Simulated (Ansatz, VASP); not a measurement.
Ge5W: VASP beside Ansatz

```
Ge W
1.0
     0.00000    4.56801    4.56801
     4.56801    0.00000    4.56801
     4.56801    4.56801    0.00000
Ge W
5 1
Direct
  0.34936 0.95193 0.34936
  0.34936 0.34936 0.34936
  0.95193 0.34936 0.34936
  0.34936 0.34936 0.95193
  0.00000 0.00000 0.00000
  0.50000 0.50000 0.50000
```

Alike in both runs: functional PBE; k mesh 8 × 8 × 8; occupations gaussian, width 0.1 eV; no spin polarisation.

Ansatz relaxed the structure, and its values are those at the end. VASP's run is a single point on that final structure, the one shown.

|  | VASP | Ansatz |
| --- | --- | --- |
| version | VASP 6.6.1 | Ansatz 0.2.0 |
| potentials or method | VASP PAW PBE potentials, release 64 (Ge_d, W_sv), cutoff 520 eV | scalar-relativistic, plane waves, PAW |
| valence electrons in the cell | 84 | 84 |

VASP gave:

```
gap on the k mesh at the Fermi level (eV) : none
pressure (GPa)                            : 0.0
rms of the force components (eV/Å)        : 0.003
```

**Question.** Which values does Ansatz return?

**Answer.** gap on the k mesh at the Fermi level (eV): none; pressure (GPa): 0.0; rms of the force components (eV/Å): 0.005.

A gap of «none» marks a metal or a gap that the smearing closes.

Spin-orbit coupling is off throughout.
